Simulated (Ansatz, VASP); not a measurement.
**Au: VASP beside Ansatz**

```
Au
1.0
    -1.61584    1.61584    1.69870
     1.61584   -1.61584    1.69870
     1.61584    1.61584   -1.69870
Au
1
Cartesian
  0.0000 0.0000 0.0000
```

Change from the starting cell: strain -0.025 along x and y, +0.025 along z, atoms carried along.

Alike in both runs: task single point; functional PBEsol; k mesh 20 × 20 × 20; occupations gaussian, width 0.15 eV; no spin polarisation.

```csv
,VASP,Ansatz
version,VASP 6.6.1,Ansatz 0.2.0
potentials or method,"VASP PAW PBE potentials, release 64 (Au), cutoff 520 eV","scalar-relativistic, plane waves, PAW"
valence electrons in the cell,11,19
```

```tsv
	VASP	Ansatz	Ansatz less VASP
gap on the k mesh at the Fermi level (eV)	none	none	-
pressure (GPa)	-6.4	-6.1	+0.21
traceless stress, the component that is largest in VASP (GPa)	0.20	0.19	-0.006
```

VASP's potentials were made for PBE, not for PBEsol. A gap of «none» marks a metal or a gap that the smearing closes. VASP's potentials hold 11 valence electrons a cell and Ansatz's 19, so a difference there can come from the potentials and not from the codes.

Spin-orbit coupling is off throughout.
